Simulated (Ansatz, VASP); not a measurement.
**Al2H: VASP beside Ansatz**

```
Al H
1.0
    -2.77063    2.77063    2.34647
     2.77063   -2.77063    2.34647
     2.77063    2.77063   -2.34647
Al H
4 2
Direct
  0.66810 0.16810 0.83620
  0.16810 0.33190 0.50000
  0.33190 0.83190 0.16380
  0.83190 0.66810 0.50000
  0.25000 0.25000 0.00000
  0.75000 0.75000 0.00000
```

Change from the starting cell: species swapped into the BW2 type (I4/mcm, No. 140).

Alike in both runs: functional PBE; k mesh 6 × 6 × 6; occupations gaussian, width 0.1 eV; no spin polarisation.

Ansatz relaxed the structure, and its values are those at the end. VASP's run is a single point on that final structure, the one shown.

|  | VASP | Ansatz |
| --- | --- | --- |
| version | VASP 6.6.1 | Ansatz 0.2.0 |
| potentials or method | VASP PAW PBE potentials, release 64 (Al, H), cutoff 520 eV | scalar-relativistic, plane waves, PAW |
| valence electrons in the cell | 14 | 14 |

|  | VASP | Ansatz | Ansatz less VASP |
| --- | --- | --- | --- |
| gap on the k mesh at the Fermi level (eV) | none | none | - |
| pressure (GPa) | 0.0 | 0.0 | +0.07 |
| rms of the force components (eV/Å) | 0.007 | 0.007 | -0.0007 |

A gap of «none» marks a metal or a gap that the smearing closes.
